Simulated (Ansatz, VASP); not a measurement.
## HfC in VASP and in Ansatz

```
Hf C
1.0
     0.00000    2.32568    2.32568
     2.32568    0.00000    2.32568
     2.32568    2.32568    0.00000
Hf C
1 1
Direct
  0.50000 0.50000 0.50000
  0.00000 0.00000 0.00000
```

Alike in both runs: functional PBE; k mesh 16 × 16 × 16; no spin polarisation.

Ansatz relaxed the structure, and its values are those at the end. VASP's run is a single point on that final structure, the one shown.

```csv
,VASP,Ansatz
version,VASP 6.6.1,Ansatz 0.2.0
potentials or method,"VASP PAW PBE potentials, release 64 (Hf_pv, C), cutoff 600 eV","plane waves, PAW"
occupations,"methfessel-paxton of order 1, width 0.1 eV","cold, width 0.1 eV"
valence electrons in the cell,14,30
```

|  | VASP | Ansatz | Ansatz less VASP |
| --- | --- | --- | --- |
| pressure (GPa) | -0.7 | 0.0 | +0.73 |

VASP's potentials hold 14 valence electrons a cell and Ansatz's 30, so a difference there can come from the potentials and not from the codes.

Spin-orbit coupling is off throughout.
